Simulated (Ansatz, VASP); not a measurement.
**Co: VASP beside Ansatz**

INCAR

```
PREC = Accurate
ENCUT = 520
EDIFF = 1E-6
ISMEAR = -1
SIGMA = 0.1
LREAL = False
LASPH = True
NELM = 60
ALGO = Normal
ISIF = 2
LWAVE = False
LCHARG = False
GGA = RE
NBANDS = 16
```

The input KPOINTS:

```
regular mesh
0
Gamma
  12 12 12
```

File POSCAR:

```
Co
1.0
    0.0000000000      2.4462239633      2.4462239633
    2.4462239633      0.0000000000      2.4462239633
    2.4462239633      2.4462239633      0.0000000000
Co
2
Direct
    0.1250000000      0.1250000000      0.1250000000
    0.8750000000      0.8750000000      0.8750000000
```

Input for Ansatz:

```yaml
crystal:
  lattice:
    - [0.0, 2.4462239633, 2.4462239633]
    - [2.4462239633, 0.0, 2.4462239633]
    - [2.4462239633, 2.4462239633, 0.0]
  atoms:
    - { symbol: Co, position: [0.125, 0.125, 0.125] }
    - { symbol: Co, position: [0.875, 0.875, 0.875] }
hamiltonian:
  xc: revpbe
  pseudopotentials:
    kind: paw
    azcp:
      Co: "pseudopotentials/Co.paw.azcp"
basis:
  ecutwfc: 420
  fft_grid_basis: typed
kpoints:
  mp_grid: { grid: [12, 12, 12], shift: [0, 0, 0] }
magnetization:
  spin_polarized: false
scf:
  occupations: { method: fermi_dirac, width: 0.1 }
  lower_state_search: "off"
output:
  stress: true
  write_density: true
  write_potential: true
  elf: true
  volumetric_format: npy
```

Alike in both runs: task single point; functional revPBE; k mesh 12 × 12 × 12; occupations fermi-dirac, width 0.1 eV; no spin polarisation.

|  | VASP | Ansatz |
| --- | --- | --- |
| version | VASP 6.6.1 | Ansatz 0.2.0 |
| potentials or method | VASP PAW PBE potentials, release 64 (Co), cutoff 520 eV | plane waves (420 eV) with PAW, scalar-relativistic |
| valence electrons in the cell | 18 | 34 |

VASP gave:

- pressure (GPa): 4.3

Problem. Estimate Ansatz's values.

Solution. Pressure (GPa): 5.4.

VASP's potentials were made for PBE, not for revPBE. With one functional, cell and mesh, what is left measures potentials, basis and numerics. VASP's potentials hold 18 valence electrons a cell and Ansatz's 34, so a difference there can come from the potentials and not from the codes.
